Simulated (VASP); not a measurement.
# WS2: single point with PBEsol

The system is WS2.

```
W S
1.0
     3.14312    0.00000   -0.00004
    -1.57156    2.72202    0.00000
     1.57149    0.90730    6.38205
W S
1 2
Cartesian
  0.0000 0.0000 -0.0129
  1.5716 0.9074 1.5553
  3.1430 1.8146 4.8006
```

```yaml
Program: VASP 6.6.1
Task: single point
Functional: PBEsol
Potentials_or_basis: VASP PAW PBE potentials, release 64 (W_sv, S)
Cutoff: 500 eV
k_mesh: 9 × 9 × 4
Occupations: gaussian, width 0.02 eV
Spin: no spin polarisation
Dipole_correction: no
Further_INCAR_settings: ALGO = Normal; EDIFF = 1e-06; NBANDS = 20
```

The pressure is 0.4 GPa. The largest force is 0.021 eV/Å. The band gap on the k mesh is 1.28 eV, indirect (least direct gap 1.96 eV).

Forces in eV/Å, atoms in the order of the input:
```
W    0.000  0.000  0.000
S    0.000  0.000  0.021
S    0.000  0.000 -0.021
```

Stress tensor (GPa, compression positive):
```
0.48 0.00 0.00
0.00 0.48 0.00
0.00 0.00 0.12
```

Levels at points of the mesh, in eV from the valence-band top:
```tsv
k point	band 9	band 10	band 11	band 12	band 13	band 14	band 15	band 16	band 17	band 18
(0.00, 0.00, 0.00)	-3.34	-2.07	-2.07	-1.68	-1.12	2.46	2.46	2.71	2.71	4.89
(0.00, 0.00, 0.50)	-3.35	-3.35	-2.05	-2.05	0.00	2.52	2.52	2.62	2.62	5.12
```

Wall time 88 s on 1 thread of Intel Xeon 8259CL (shared host), peak memory 0.23 GiB.

Caveat: the PAW data sets were made with another functional, which shifts forces and pressure a little; spin-orbit coupling is left out, which moves the levels of the heavy elements; this functional lacks dispersion, which binds the layers, so the pressure and a relaxed spacing across them are unreliable. A hybrid or GW would open this gap; PBEsol tends to underestimate it.
